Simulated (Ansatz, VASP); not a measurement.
**AlAs: VASP beside Ansatz**

File INCAR:

```
PREC = Accurate
ENCUT = 500
EDIFF = 1E-6
ISMEAR = 0
SIGMA = 0.1
LREAL = False
LASPH = True
NELM = 120
ALGO = Normal
ISIF = 2
LWAVE = False
LCHARG = True
GGA = RP
LELF = True
LVHAR = True
NBANDS = 11
GGA_COMPAT = False
```

The input KPOINTS:

```
Automatic mesh
0
Gamma
  4 4 4
```

POSCAR

```
AlAs
1.0
    0.0000000000      2.8379008005      2.8379008005
    2.8379008005      0.0000000000      2.8379008005
    2.8379008005      2.8379008005      0.0000000000
Al As
1 1
Direct
    0.0000000000      0.0000000000      0.0000000000
    0.7500000000      0.7500000000      0.7500000000
```

Input for Ansatz:

```yaml
crystal:
  lattice:
    - [0.0, 2.8379008005, 2.8379008005]
    - [2.8379008005, 0.0, 2.8379008005]
    - [2.8379008005, 2.8379008005, 0.0]
  atoms:
    - { symbol: Al, position: [0.0, 0.0, 0.0] }
    - { symbol: As, position: [0.75, 0.75, 0.75] }
basis:
  ecutwfc: "22 Ha"
kpoints:
  mp_grid: { grid: [4, 4, 4] }
hamiltonian:
  xc: rpbe
scf:
  occupations: { method: gaussian, width: 0.1 }
output:
  forces: true
  stress: true
  eigenvalues: true
```

Alike in both runs: task single point; functional RPBE; k mesh 4 × 4 × 4; occupations gaussian, width 0.1 eV; no spin polarisation.

```csv
,VASP,Ansatz
version,VASP 6.6.1,Ansatz 0.2.0
potentials or method,"VASP PAW PBE potentials, release 64 (Al, As), cutoff 500 eV","scalar-relativistic, plane waves, PAW"
valence electrons in the cell,8,18
```

```csv
,VASP,Ansatz,Ansatz less VASP
gap on the k mesh at the Fermi level (eV),1.51,1.52,+0.008
least direct gap on the mesh (eV),2.13,2.12,-0.007
pressure (GPa),3.9,3.9,-0.08
```

VASP's potentials were made for PBE, not for RPBE. VASP's potentials hold 8 valence electrons a cell and Ansatz's 18, so a difference there can come from the potentials and not from the codes.

The k mesh is coarse, so the values compare programs but aren't converged.
